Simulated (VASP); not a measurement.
# AlN in VASP: further runs

Runs on AlN. Level: PBE. Tasks: single point.

Program: VASP 6.6.1. These are calculated values, not measurements. Logs are shortened: lines on timing, memory, paths and dates and some standing lists are left out, and cuts for length are marked.

## (1) The cell of the first run

The cell holds a slab with vacuum, 20 atoms: a = 3.111 Å, b = 5.870 Å, c = 28.785 Å, α = 90.00°, β = 90.00°, γ = 105.37°.

## (2) Single point, PBE

Input file INCAR:

```
  PREC = Accurate
  ENCUT = 520
  EDIFF = 1E-7
  ISMEAR = 0
  SIGMA = 0.05
  LREAL = Auto
  LASPH = True
  NELM = 60
  ALGO = Normal
  ISIF = 2
  LWAVE = False
  LCHARG = False
  LDIPOL = True
  IDIPOL = 3
  DIPOL = 0.5 0.5 0.500
  GGA = PE
  NBANDS = 56
  ISYM = 0
```

Input file KPOINTS:

```
Automatic mesh
0
Gamma
  9 5 1
```

Input file POSCAR:

```
AlN
1.0
    3.1110021500      0.0000000014      0.0000000000
   -1.5555010775      5.6603210893      0.0000000000
    0.0000000000      0.0000000000     28.7848772714
Al N
10 10
Direct
    0.8821589400      0.7643178800      0.3126641783
    0.1510387900      0.3020775800      0.3263833884
    0.4954380300      0.9908760600      0.3949794391
    0.7643178800      0.5286357600      0.4086986492
    0.1087171200      0.2174342400      0.4772947098
    0.3770729144      0.7541397500      0.4929763190
    0.7190452205      0.4381164086      0.5612667713
    0.9891122815      0.9782457220      0.5754391165
    0.3277192710      0.6555664931      0.6432595643
    0.5959691301      0.1920381867      0.6614085645
    0.7332713900      0.4665427800      0.3443555486
    0.0021512400      0.0043024800      0.3580747587
    0.3465504800      0.6931009600      0.4266708193
    0.6154303300      0.2308606600      0.4403900295
    0.9614005225      0.9227949016      0.5087079556
    0.2284854784      0.4569848380      0.5224417979
    0.5718902033      0.1437915967      0.5916171513
    0.8414279898      0.6829699765      0.6048003958
    0.1778060420      0.3557216755      0.6671818427
    0.4459812248      0.8925328347      0.6868803700
```

Potentials or basis: VASP PAW PBE potentials, release 64 (Al, N).

Command:

```bash
$ cat potpaw_PBE.64/Al/POTCAR potpaw_PBE.64/N/POTCAR > POTCAR
$ mpirun -np 1 vasp_std > vasp.out
```

OUTCAR:

```text
PREC = Accurate
   ENCUT = 520
   EDIFF = 1E-7
   ISMEAR = 0
   LREAL = Auto
   LASPH = True
   NELM = 60
   ISIF = 2
   GGA = PE
   ISYM = 0

 ion  position               nearest neighbor table
   1  0.882  0.764  0.313-  12 1.89  11 1.92   4 3.07   2 3.07   2 3.07   2 3.07   3 3.11   3 3.11

   2  0.151  0.302  0.326-  11 1.89  11 1.89  12 1.92   3 3.07   3 3.07   1 3.07   1 3.07   1 3.07
                             4 3.11   4 3.11
   3  0.495  0.991  0.395-  12 1.89  12 1.89  14 1.89  13 1.92   2 3.07   2 3.07   4 3.07   4 3.07
                             4 3.07   1 3.11   1 3.11   5 3.11   5 3.11   6 3.12
   4  0.764  0.529  0.409-  13 1.89  13 1.89  11 1.89  14 1.92   1 3.07   3 3.07   3 3.07   3 3.07
                             5 3.07   5 3.07   2 3.11   2 3.11   6 3.15   6 3.15
   5  0.109  0.217  0.477-  16 1.88  14 1.89  14 1.89  15 1.90   4 3.07   4 3.07   6 3.07   6 3.08
                             6 3.08   3 3.11   3 3.11   8 3.13   7 3.13   7 3.13
   6  0.377  0.754  0.493-  15 1.88  15 1.88  16 1.88  13 1.94   5 3.07   7 3.08   7 3.08   5 3.08
                             5 3.08   8 3.11   8 3.11   3 3.12   4 3.15   4 3.15
   7  0.719  0.438  0.561-  18 1.87  17 1.88  16 1.92  16 1.92   8 3.06   8 3.06   6 3.08   6 3.08
                             9 3.08   9 3.08   8 3.08   5 3.13   5 3.13  10 3.20
   8  0.989  0.978  0.575-  18 1.87  17 1.87  17 1.87  15 1.95   7 3.06   7 3.06   7 3.08   9 3.09
                             9 3.09   6 3.11   6 3.11   5 3.13  10 3.16  10 3.16
   9  0.328  0.656  0.643-  19 1.83  20 1.84  18 1.92  18 1.92  10 3.08   7 3.08   7 3.08   8 3.09
                             8 3.09  10 3.09  10 3.09
  10  0.596  0.192  0.661-  19 1.82  19 1.82  20 1.85  17 2.03   9 3.08   9 3.09   9 3.09   8 3.16
                             8 3.16   7 3.20
  11  0.733  0.467  0.344-   2 1.89   2 1.89   4 1.89   1 1.92
  12  0.002  0.004  0.358-   1 1.89   3 1.89   3 1.89   2 1.92
  13  0.347  0.693  0.427-   4 1.89   4 1.89   3 1.92   6 1.94
  14  0.615  0.231  0.440-   5 1.89   5 1.89   3 1.89   4 1.92
  15  0.961  0.923  0.509-   6 1.88   6 1.88   5 1.90   8 1.95
  16  0.228  0.457  0.522-   5 1.88   6 1.88   7 1.92   7 1.92
  17  0.572  0.144  0.592-   8 1.87   8 1.87   7 1.88  10 2.03
  18  0.841  0.683  0.605-   7 1.87   8 1.87   9 1.92   9 1.92
  19  0.178  0.356  0.667-  10 1.82  10 1.82   9 1.83
  20  0.446  0.893  0.687-   9 1.84  10 1.85

IMPORTANT INFORMATION: All symmetrisations will be switched off!
NOSYMM: (Re-)initialisation of all symmetry stuff for point group C_1.

----------------------------------------------------------------------------------------

                                     Primitive cell

  volume of cell :     506.8807

  direct lattice vectors                    reciprocal lattice vectors
     3.111002150  0.000000001  0.000000000     0.321439829  0.088334212  0.000000000
    -1.555501077  5.660321089  0.000000000    -0.000000000  0.176668423  0.000000000
     0.000000000  0.000000000 28.784877271     0.000000000  0.000000000  0.034740464

  length of vectors
     3.111002150  5.870163408 28.784877271     0.333356411  0.176668423  0.034740464

  position of ions in fractional coordinates (direct lattice)
     0.882158940  0.764317880  0.312664178
     0.151038790  0.302077580  0.326383388
     0.495438030  0.990876060  0.394979439
     0.764317880  0.528635760  0.408698649
     0.108717120  0.217434240  0.477294710
     0.377072914  0.754139750  0.492976319
[... 12 lines left out ...]
     0.177806042  0.355721675  0.667181843
     0.445981225  0.892532835  0.686880370

  ion indices of the primitive-cell ions
   primitive index   ion index
                 1           1
                 2           2
                 3           3
                 4           4
                 5           5
                 6           6
[... 12 lines left out ...]
                19          19
                20          20

----------------------------------------------------------------------------------------

 KPOINTS: Automatic mesh

Automatic generation of k-mesh.
 Grid dimensions read from file:
 generate k-points for:    9    5    1

 Generating k-lattice:

  Cartesian coordinates                     Fractional coordinates (reciprocal lattice)
     0.035715537  0.009814912  0.000000000     0.111111111  0.000000000  0.000000000
    -0.000000000  0.035333685  0.000000000     0.000000000  0.200000000  0.000000000
     0.000000000  0.000000000  0.034740464     0.000000000  0.000000000  1.000000000

  Length of vectors
     0.037039601  0.035333685  0.034740464

  Shift w.r.t. Gamma in fractional coordinates (k-lattice)
[... 19 lines left out ...]
 -----------------------------------------------------------------------------

 WARNING: IBZKPT: internal override: KBLOWUP is changed to .FALSE.
      ... skipping the blow-up phase ...

 Subroutine IBZKPT returns following result:
 ===========================================

 Found     23 irreducible k-points:

 Following reciprocal coordinates:
            Coordinates               Weight
  0.000000  0.000000  0.000000      1.000000
  0.111111  0.000000  0.000000      2.000000
  0.222222  0.000000  0.000000      2.000000
  0.333333  0.000000  0.000000      2.000000
  0.444444  0.000000  0.000000      2.000000
 -0.000000  0.200000  0.000000      2.000000
[... 15 lines left out ...]
 -0.222222  0.400000  0.000000      2.000000
 -0.111111  0.400000  0.000000      2.000000
   k-points           NKPTS =     23   k-points in BZ     NKDIM =     23   number of bands    NBANDS=     56
   number of dos      NEDOS =    301   number of ions     NIONS =     20
   total plane-waves  NPLWV = 248832
   dimension x,y,z NGX =    24 NGY =   48 NGZ =  216
   dimension x,y,z NGXF=    48 NGYF=   96 NGZF=  432
   ions per type =              10  10
   NGX,Y,Z   is equivalent  to a cutoff of  12.83, 13.59, 12.47 a.u.
   NGXF,Y,Z  is equivalent  to a cutoff of  25.65, 27.19, 24.95 a.u.
 SYSTEM =  unknown system
   PREC   = accura    normal or accurate (medium, high low for compatibility)
   ISTART =      0    job   : 0-new  1-cont  2-samecut
   ICHARG =      2    charge: 1-file 2-atom 10-const
   ISPIN  =      1    spin polarized calculation?
   LNONCOLLINEAR =      F non collinear calculations
   LSORBIT =      F    spin-orbit coupling
   LASPH  =      T    aspherical Exc in radial PAW
   ENCUT  =  520.0 eV  38.22 Ry    6.18 a.u.   5.78 10.91 53.52*2*pi/ulx,y,z
   NELM   =     60;   NELMIN=  2; NELMDL= -5     # of ELM steps
   EDIFF  = 0.1E-06   stopping-criterion for ELM
   LREAL  =      T    real-space projection
   EDIFFG = 0.1E-05   stopping-criterion for IOM
   NSW    =      0    number of steps for IOM
   IBRION =     -1    ionic relax: 0-MD 1-quasi-New 2-CG
   NFREE  =      0    steps in history (QN), initial steepest desc. (CG)
   ISIF   =      2    stress and relaxation
   ISYM   =      0    0-nonsym 1-usesym 2-fastsym
   POTIM  = 0.5000    time-step for ionic-motion
   TEBEG  =    0.0;   TEEND  =   0.0 temperature during run
   PSTRESS=    0.0 pullay stress
   NELECT =      80.0000    total number of electrons
   NUPDOWN=      -1.0000    fix difference up-down
   EMIN   =  10.00;   EMAX   =-10.00  energy-range for DOS
   EFERMI =   0.00;   METHOD = LEGACY
   ISMEAR =     0;   SIGMA  =   0.05  broadening in eV -4-tet -1-fermi 0-gaus
   EFERMI_NEDOS =   21; number of points for ismear=-14 and -15
   IALGO  =     38    algorithm
   IMIX   =      4    mixing-type and parameters
     AMIX     =   0.40;   BMIX     =  1.00
     AMIX_MAG =   1.60;   BMIX_MAG =  1.00
  volume/ion in A,a.u.               =      25.34       171.03
  Fermi-wavevector in a.u.,A,eV,Ry     =   0.884714  1.671867 10.649537  0.782719
  Thomas-Fermi vector in A             =   2.005651
   LORBIT       =      0    0 simple, 1 ext, 2 COOP (PROOUT), +10 PAW based schemes
   GGA     = PE    functional components
   LHFCALC =     F    Hartree Fock is set to
   AEXX    =    0.0000 exact exchange contribution
   IVDW    =     0    specifies the selected vdW correction
   LEPSILON=     F    determine dielectric tensor
   LRPA    =     F    only Hartree local field effects (RPA)
 non-spin polarized calculation
 Gauss-broadening in eV      SIGMA  =   0.05
  energy-cutoff  :      520.00
  volume of cell :      506.88
 maximum number of plane-waves:     13696
   NGX = 11   NGY = 21   NGZ =107

 dipolmoment           0.000000      0.000000     -0.110625 electrons x Angstroem

 number of electron      79.9999999 magnetization

 dipolmoment           0.000000      0.000000      0.293296 electrons x Angstroem

 Free energy of the ion-electron system (eV)
  ---------------------------------------------------
  ext. energy  EPLUGINS =         0.00000000
  ---------------------------------------------------
  free energy    TOTEN  =      -138.33141242 eV

  energy without entropy =     -138.30814694  energy(sigma->0) =     -138.31977968

 E-fermi :  -0.5246     XC(G=0):  -5.2008

 val. band max:       -0.5339800380   @ k =   0.3333   0.2000   0.0000
 cond. band min:      -0.5245844301   @ k =  -0.2222   0.2000   0.0000
 fundamental gap:      0.0093956079
 Fermi energy:        -0.5246427448

 k-point     1 :       0.0000    0.0000    0.0000
  band No.  band energies     occupation
      1     -17.3646      2.00000
      2     -16.3037      2.00000
      3     -15.8709      2.00000
      4     -15.5381      2.00000
      5     -14.9595      2.00000
      6     -14.7351      2.00000
[... 1254 lines left out ...]
     51       5.6269      0.00000
     52       5.7868      0.00000
 [bands above 52 left out]

------------------------ aborting loop because EDIFF is reached ----------------------------------------

 vacuum level on the upper side and lower side of the slab       (xc-potential included)         1.454        -1.503

  FORCE on cell =-STRESS in cart. coord.  units (eV):
  Direction    XX          YY          ZZ          XY          YZ          ZX
  --------------------------------------------------------------------------------------
  -------------------------------------------------------------------------------------
  Total        3.0216288      5.8967737      2.5245699     -0.0044710      0.0001986      0.0042966
  in kB        9.5509358     18.6388571      7.9798038     -0.0141323      0.0006278      0.0135808
  external PRESSURE =      12.0565323 kB  Pullay stress =       0.0000000 kB

 VOLUME and BASIS-vectors are now :
 -----------------------------------------------------------------------------
  energy-cutoff  :      520.00
  volume of cell :      506.88
      direct lattice vectors                 reciprocal lattice vectors
     3.111002150  0.000000001  0.000000000     0.321439829  0.088334212  0.000000000
    -1.555501077  5.660321089  0.000000000    -0.000000000  0.176668423  0.000000000
     0.000000000  0.000000000 28.784877271     0.000000000  0.000000000  0.034740464

 POSITION                                       TOTAL-FORCE (eV/Angst)
 -----------------------------------------------------------------------------------
      1.55550      4.32628      9.00000         0.001516      0.120375     -0.993529
     -0.00000      1.70986      9.39491        -0.006057      0.071553      0.983751
     -0.00000      5.60868     11.36943        -0.003287     -0.214229      1.001218
      1.55550      2.99225     11.76434         0.002904     -0.219799      1.334168
     -0.00000      1.23075     13.73887        -0.000615     -0.151090      0.729494
      0.00001      4.26867     14.19026         0.000836     -0.006260     -0.020678
[... 12 lines left out ...]
     -0.00017      2.01350     19.20475         0.000202      0.008667     -0.020974
     -0.00089      5.05202     19.77177         0.000218      0.020439     -0.005717
 -----------------------------------------------------------------------------------
    total drift:                               -0.001221      0.004649      0.001791

  FREE ENERGIE OF THE ION-ELECTRON SYSTEM (eV)
  ---------------------------------------------------
  free  energy   TOTEN  =      -138.3314124173 eV

  energy  without entropy=     -138.3081469384  energy(sigma->0) =     -138.31977968

 vacuum level on the upper side and lower side of the slab         7.016         4.003
```

It took 28 min on 1 thread of Intel Xeon Platinum 8488C (Sapphire Rapids), shared host; peak memory 0.76 GiB.

What came out:

- Free energy: -138.3314 eV
- Largest force: 1.352 eV/Å
- Band gap on the k mesh: zero (bands 40 and 41 overlap by 0.08 eV)

Forces on the atoms (eV/Å):
```
Al   0.002  0.120 -0.994
Al  -0.006  0.072  0.984
Al  -0.003 -0.214  1.001
Al   0.003 -0.220  1.334
Al  -0.001 -0.151  0.729
Al   0.001 -0.006 -0.021
Al   0.002 -0.016 -0.014
Al  -0.002  0.013 -0.005
Al   0.001 -0.019 -0.006
Al   0.000 -0.010  0.014
N    0.003 -0.687 -0.904
N    0.000  0.614 -0.570
N    0.000  0.234 -0.668
N    0.000  0.242 -0.896
N    0.000 -0.016  0.017
N    0.000  0.018  0.022
N    0.000 -0.013  0.008
N    0.000  0.010 -0.005
N    0.000  0.009 -0.021
N    0.000  0.020 -0.006
```

## (3) Single point, PBE

Edit INCAR of step 2 so:

```diff
@@ -8,3 +8,3 @@
   NELM = 60
-  ALGO = Normal
+  ALGO = Fast
   ISIF = 2
```

KPOINTS is that of step 2.

POSCAR is that of step 2.

Potentials or basis: VASP PAW PBE potentials, release 64 (Al, N).

Command:

```bash
$ cat potpaw_PBE.64/Al/POTCAR potpaw_PBE.64/N/POTCAR > POTCAR
$ mpirun -np 1 vasp_std > vasp.out
```

It took 27 min on 1 thread of Oxide Virtual Turin-like, shared host; peak memory 0.75 GiB.

The run converged. Its results:

| Property | Result |
| --- | --- |
| Free energy | -138.3314 eV |
| Largest force | 1.352 eV/Å |
| Band gap on the k mesh | zero (bands 40 and 41 overlap by 0.08 eV) |

Forces in eV/Å, atoms in the order of the input:
```
Al   0.002  0.120 -0.994
Al  -0.006  0.072  0.984
Al  -0.003 -0.214  1.001
Al   0.003 -0.220  1.334
Al  -0.001 -0.151  0.730
Al   0.001 -0.006 -0.021
Al   0.002 -0.016 -0.014
Al  -0.002  0.013 -0.005
Al   0.001 -0.019 -0.006
Al   0.000 -0.010  0.014
N    0.003 -0.687 -0.904
N    0.000  0.614 -0.570
N    0.000  0.234 -0.668
N    0.000  0.242 -0.896
N    0.000 -0.016  0.017
N    0.000  0.018  0.022
N    0.000 -0.013  0.008
N    0.000  0.010 -0.005
N    0.000  0.009 -0.021
N    0.000  0.020 -0.006
```

Levels at points of the mesh, in eV from the Fermi level:
| k point | band 37 | band 38 | band 39 | band 40 | band 41 | band 42 | band 43 | band 44 |
| --- | --- | --- | --- | --- | --- | --- | --- | --- |
| (0.00, 0.00, 0.00) | -0.62 | -0.53 | -0.36 | -0.11 | 0.47 | 0.89 | 2.52 | 2.65 |
